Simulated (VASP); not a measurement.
# RbAg2 (P4/mmm) in VASP: single point with PBE

Aim: the single point of RbAg2 with PBE.

All numbers are computed with VASP 6.6.1; they aren't measurements. Logs are shortened: lines on timing, memory, paths and dates and some standing lists are left out, and cuts for length are marked.

## Step 1: The cell of the first run

Symmetry: P4/mmm, No. 123, tetragonal system. Conventional cell: a = 4.855 Å, b = 4.855 Å, c = 5.384 Å, α = 90.00°, β = 90.00°, γ = 90.00°. Rb (site symmetry 4/mmm) has 8 Ag at 3.69 Å and 4 Rb at 4.86 Å within 4.9 Å. Ag (site symmetry 4mm) has 2 Ag at 2.68 to 2.70 Å within 3.5 Å.

The cell was built from a structure type or drawn by symmetry, and may not be a known phase.

## Step 2: Single point, PBE

INCAR reads:

```
SYSTEM = RbAg2
  PREC = Accurate
  ENCUT = 520
  EDIFF = 1E-6
  ISMEAR = 0
  SIGMA = 0.1
  LREAL = .FALSE.
  LASPH = .TRUE.
  NELM = 100
  ALGO = Fast
  ISIF = 2
  LWAVE = .FALSE.
  LCHARG = .FALSE.
  GGA = PE
  NBANDS = 22
```

KPOINTS reads:

```
regular mesh
0
G
  10 10 10
  0 0 0
```

POSCAR reads:

```
RbAg2
1.0
    4.8551673320      0.0000000000      0.0000000000
    0.0000000000      4.8551673320      0.0000000000
    0.0000000000      0.0000000000      5.3844725239
Rb Ag
1 2
Direct
    0.5000000000      0.5000000000      0.0000000000
    0.0000000000      0.0000000000      0.7490125491
    0.0000000000      0.0000000000      0.2509874509
```

Potentials or basis: VASP PAW PBE potentials, release 64 (Rb_sv, Ag).

On the command line:

```sh
cat potpaw_PBE.64/Rb_sv/POTCAR potpaw_PBE.64/Ag/POTCAR > POTCAR
mpirun -np 1 vasp_std > vasp.out
```

OUTCAR:

```text
SYSTEM = RbAg2
   PREC = Accurate
   ENCUT = 520
   EDIFF = 1E-6
   ISMEAR = 0
   LREAL = .FALSE.
   LASPH = .TRUE.
   NELM = 100
   ISIF = 2
   GGA = PE

 ion  position               nearest neighbor table
   1  0.500  0.500  0.000-   2 3.69   3 3.69   2 3.69   3 3.69   2 3.69   3 3.69   2 3.69   3 3.69

   2  0.000  0.000  0.749-   3 2.68   3 2.70   1 3.69   1 3.69   1 3.69   1 3.69
   3  0.000  0.000  0.251-   2 2.68   2 2.70   1 3.69   1 3.69   1 3.69   1 3.69

  LATTYP: Found a simple tetragonal cell.
 ALAT       =     4.8551673320
 C/A-ratio  =     1.1090189391

  Lattice vectors:

 A1 = (   4.8551673320,   0.0000000000,   0.0000000000)
 A2 = (   0.0000000000,   4.8551673320,   0.0000000000)
 A3 = (   0.0000000000,   0.0000000000,   5.3844725239)

Analysis of symmetry for initial positions (statically):
=====================================================================
 Subroutine PRICEL returns:
 Original cell was already a primitive cell.

 Routine SETGRP: Setting up the symmetry group for a
 simple tetragonal supercell.

 Subroutine GETGRP returns: Found 16 space group operations
 (whereof 16 operations were pure point group operations)
 out of a pool of 16 trial point group operations.

The static configuration has the point symmetry D_4h.

Analysis of symmetry for dynamics (positions and initial velocities):
=====================================================================
 Subroutine PRICEL returns:
 Original cell was already a primitive cell.

 Routine SETGRP: Setting up the symmetry group for a
 simple tetragonal supercell.

 Subroutine GETGRP returns: Found 16 space group operations
 (whereof 16 operations were pure point group operations)
 out of a pool of 16 trial point group operations.

The dynamic configuration has the point symmetry D_4h.

 Subroutine INISYM returns: Found 16 space group operations
 (whereof 16 operations are pure point group operations),
 and found     1 'primitive' translations

----------------------------------------------------------------------------------------

                                     Primitive cell

  volume of cell :     126.9263

  direct lattice vectors                    reciprocal lattice vectors
     4.855167332  0.000000000  0.000000000     0.205966125  0.000000000  0.000000000
     0.000000000  4.855167332  0.000000000     0.000000000  0.205966125  0.000000000
     0.000000000  0.000000000  5.384472524     0.000000000  0.000000000  0.185719213

  length of vectors
     4.855167332  4.855167332  5.384472524     0.205966125  0.205966125  0.185719213

  position of ions in fractional coordinates (direct lattice)
     0.500000000  0.500000000  0.000000000
     0.000000000  0.000000000  0.749012549
     0.000000000  0.000000000  0.250987451

  ion indices of the primitive-cell ions
   primitive index   ion index
                 1           1
                 2           2
                 3           3

----------------------------------------------------------------------------------------

 KPOINTS: regular mesh

Automatic generation of k-mesh.
 Grid dimensions read from file:
 generate k-points for:   10   10   10

 Generating k-lattice:

  Cartesian coordinates                     Fractional coordinates (reciprocal lattice)
     0.020596612  0.000000000  0.000000000     0.100000000  0.000000000  0.000000000
     0.000000000  0.020596612  0.000000000     0.000000000  0.100000000  0.000000000
     0.000000000  0.000000000  0.018571921     0.000000000  0.000000000  0.100000000

  Length of vectors
     0.020596612  0.020596612  0.018571921

  Shift w.r.t. Gamma in fractional coordinates (k-lattice)
     0.000000000  0.000000000  0.000000000

 Subroutine IBZKPT returns following result:
 ===========================================

 Found    126 irreducible k-points:

 Following reciprocal coordinates:
            Coordinates               Weight
  0.000000  0.000000  0.000000      1.000000
  0.100000  0.000000  0.000000      4.000000
  0.200000  0.000000  0.000000      4.000000
  0.300000  0.000000  0.000000      4.000000
  0.400000  0.000000  0.000000      4.000000
  0.500000  0.000000  0.000000      2.000000
[... 16 lines left out ...]
  0.100000  0.000000  0.100000      8.000000
  0.200000  0.000000  0.100000      8.000000
 [... further k-points ...]
   k-points           NKPTS =    126   k-points in BZ     NKDIM =    126   number of bands    NBANDS=     22
   number of dos      NEDOS =    301   number of ions     NIONS =      3
   total plane-waves  NPLWV =  51840
   dimension x,y,z NGX =    36 NGY =   36 NGZ =   40
   dimension x,y,z NGXF=    72 NGYF=   72 NGZF=   80
   ions per type =               1   2
   NGX,Y,Z   is equivalent  to a cutoff of  12.33, 12.33, 12.35 a.u.
   NGXF,Y,Z  is equivalent  to a cutoff of  24.65, 24.65, 24.70 a.u.
 SYSTEM =  RbAg2
   PREC   = accura    normal or accurate (medium, high low for compatibility)
   ISTART =      0    job   : 0-new  1-cont  2-samecut
   ICHARG =      2    charge: 1-file 2-atom 10-const
   ISPIN  =      1    spin polarized calculation?
   LNONCOLLINEAR =      F non collinear calculations
   LSORBIT =      F    spin-orbit coupling
   LASPH  =      T    aspherical Exc in radial PAW
   ENCUT  =  520.0 eV  38.22 Ry    6.18 a.u.   9.03  9.03 10.01*2*pi/ulx,y,z
   NELM   =    100;   NELMIN=  2; NELMDL= -5     # of ELM steps
   EDIFF  = 0.1E-05   stopping-criterion for ELM
   LREAL  =      F    real-space projection
   EDIFFG = 0.1E-04   stopping-criterion for IOM
   NSW    =      0    number of steps for IOM
   IBRION =     -1    ionic relax: 0-MD 1-quasi-New 2-CG
   NFREE  =      0    steps in history (QN), initial steepest desc. (CG)
   ISIF   =      2    stress and relaxation
   ISYM   =      2    0-nonsym 1-usesym 2-fastsym
   POTIM  = 0.5000    time-step for ionic-motion
   TEBEG  =    0.0;   TEEND  =   0.0 temperature during run
   PSTRESS=    0.0 pullay stress
   NELECT =      31.0000    total number of electrons
   NUPDOWN=      -1.0000    fix difference up-down
   EMIN   =  10.00;   EMAX   =-10.00  energy-range for DOS
   EFERMI =   0.00;   METHOD = LEGACY
   ISMEAR =     0;   SIGMA  =   0.10  broadening in eV -4-tet -1-fermi 0-gaus
   EFERMI_NEDOS =   21; number of points for ismear=-14 and -15
   IALGO  =     68    algorithm
   IMIX   =      4    mixing-type and parameters
     AMIX     =   0.40;   BMIX     =  1.00
     AMIX_MAG =   1.60;   BMIX_MAG =  1.00
  volume/ion in A,a.u.               =      42.31       285.51
  Fermi-wavevector in a.u.,A,eV,Ry     =   1.023320  1.933795 14.247806  1.047184
  Thomas-Fermi vector in A             =   2.157047
   LORBIT       =      0    0 simple, 1 ext, 2 COOP (PROOUT), +10 PAW based schemes
   GGA     = PE    functional components
   LHFCALC =     F    Hartree Fock is set to
   AEXX    =    0.0000 exact exchange contribution
   IVDW    =     0    specifies the selected vdW correction
   LEPSILON=     F    determine dielectric tensor
   LRPA    =     F    only Hartree local field effects (RPA)
 non-spin polarized calculation
 RMM-DIIS sequential band-by-band and
 Gauss-broadening in eV      SIGMA  =   0.10
  energy-cutoff  :      520.00
  volume of cell :      126.93
 maximum number of plane-waves:      3460
   NGX = 19   NGY = 19   NGZ = 21

 number of electron      30.9999980 magnetization

 Free energy of the ion-electron system (eV)
  ---------------------------------------------------
  ext. energy  EPLUGINS =         0.00000000
  ---------------------------------------------------
  free energy    TOTEN  =        -5.67557642 eV

  energy without entropy =       -5.67150696  energy(sigma->0) =       -5.67354169

 E-fermi :   1.4488     XC(G=0):  -7.2991

 val. band max:        1.4327518304   @ k =   0.4000   0.3000   0.3000
 cond. band min:       1.4566339548   @ k =   0.5000   0.0000   0.2000
 fundamental gap:      0.0238821245
 Fermi energy:         1.4488386137

 k-point     1 :       0.0000    0.0000    0.0000
  band No.  band energies     occupation
      1     -26.4030      2.00000
      2     -10.5369      2.00000
      3     -10.4658      2.00000
      4     -10.4658      2.00000
      5      -4.0434      2.00000
      6      -3.1571      2.00000
[... 14 lines left out ...]
     21       5.9987      0.00000
     22       6.8954      0.00000

 k-point     2 :       0.1000    0.0000    0.0000
  band No.  band energies     occupation
      1     -26.4028      2.00000
      2     -10.5359      2.00000
      3     -10.4751      2.00000
      4     -10.4653      2.00000
      5      -4.0412      2.00000
      6      -3.1644      2.00000
[... 14 lines left out ...]
     21       6.3934      0.00000
     22       6.8570      0.00000

 k-point     3 :       0.2000    0.0000    0.0000
  band No.  band energies     occupation
      1     -26.4022      2.00000
      2     -10.5331      2.00000
      3     -10.4992      2.00000
      4     -10.4640      2.00000
      5      -4.0358      2.00000
      6      -3.1830      2.00000
[... 14 lines left out ...]
     21       6.7380      0.00000
     22       6.9238      0.00000

 k-point     4 :       0.3000    0.0000    0.0000
  band No.  band energies     occupation
      1     -26.4014      2.00000
      2     -10.5296      2.00000
      3     -10.5287      2.00000
      4     -10.4624      2.00000
      5      -4.0297      2.00000
      6      -3.2051      2.00000
[... 14 lines left out ...]
     21       6.6082      0.00000
     22       7.1739      0.00000

 k-point     5 :       0.4000    0.0000    0.0000
  band No.  band energies     occupation
      1     -26.4008      2.00000
      2     -10.5522      2.00000
      3     -10.5268      2.00000
      4     -10.4611      2.00000
      5      -4.0251      2.00000
      6      -3.2224      2.00000
[... 417 lines left out ...]
 k-point    22 :       0.0000    0.0000    0.1000
  band No.  band energies     occupation
      1     -26.4030      2.00000
      2     -10.5395      2.00000
      3     -10.4656      2.00000
      4     -10.4656      2.00000
      5      -3.9756      2.00000
      6      -3.1265      2.00000
[... 14 lines left out ...]
     21       6.2510      0.00000
     22       6.8577      0.00000

 k-point    23 :       0.1000    0.0000    0.1000
  band No.  band energies     occupation
      1     -26.4027      2.00000
      2     -10.5384      2.00000
      3     -10.4749      2.00000
      4     -10.4651      2.00000
      5      -3.9736      2.00000
      6      -3.1339      2.00000
[... 14 lines left out ...]
     21       6.5193      0.00000
     22       6.8255      0.00000

 k-point    24 :       0.2000    0.0000    0.1000
  band No.  band energies     occupation
      1     -26.4021      2.00000
      2     -10.5355      2.00000
      3     -10.4989      2.00000
      4     -10.4638      2.00000
      5      -3.9686      2.00000
      6      -3.1527      2.00000
[... 14 lines left out ...]
     21       6.5861      0.00000
     22       7.0222      0.00000

 [... further k-points ...]

------------------------ aborting loop because EDIFF is reached ----------------------------------------

  FORCE on cell =-STRESS in cart. coord.  units (eV):
  Direction    XX          YY          ZZ          XY          YZ          ZX
  --------------------------------------------------------------------------------------
  -------------------------------------------------------------------------------------
  Total       -0.0049202     -0.0049202     -0.0299893      0.0000000      0.0000000     -0.0000000
  in kB       -0.0621067     -0.0621067     -0.3785519      0.0000000      0.0000000     -0.0000000
  external PRESSURE =      -0.1675884 kB  Pullay stress =       0.0000000 kB

 VOLUME and BASIS-vectors are now :
 -----------------------------------------------------------------------------
  energy-cutoff  :      520.00
  volume of cell :      126.93
      direct lattice vectors                 reciprocal lattice vectors
     4.855167332  0.000000000  0.000000000     0.205966125  0.000000000  0.000000000
     0.000000000  4.855167332  0.000000000     0.000000000  0.205966125  0.000000000
     0.000000000  0.000000000  5.384472524     0.000000000  0.000000000  0.185719213

 POSITION                                       TOTAL-FORCE (eV/Angst)
 -----------------------------------------------------------------------------------
      2.42758      2.42758      0.00000         0.000000      0.000000      0.000000
      0.00000      0.00000      4.03304        -0.000000      0.000000     -0.009741
      0.00000      0.00000      1.35144         0.000000     -0.000000      0.009741
 -----------------------------------------------------------------------------------
    total drift:                                0.000000      0.000000     -0.000000

  FREE ENERGIE OF THE ION-ELECTRON SYSTEM (eV)
  ---------------------------------------------------
  free  energy   TOTEN  =        -5.6755764199 eV

  energy  without entropy=       -5.6715069563  energy(sigma->0) =       -5.67354169
```

Run time: 4.8 min. Hardware: 1 thread of Intel Xeon Platinum 8488C (Sapphire Rapids), shared host; peak memory 0.45 GiB.

Results:

```yaml
Free_energy: -5.6756 eV
Pressure: 0.0 GPa
Largest_force: 0.010 eV/Å
Band_gap_on_the_k_mesh: zero (an odd number of electrons rules out a gap without spin polarisation)
```

Forces on the atoms (eV/Å):
```
Rb   0.000  0.000  0.000
Ag   0.000  0.000 -0.010
Ag   0.000  0.000  0.010
```
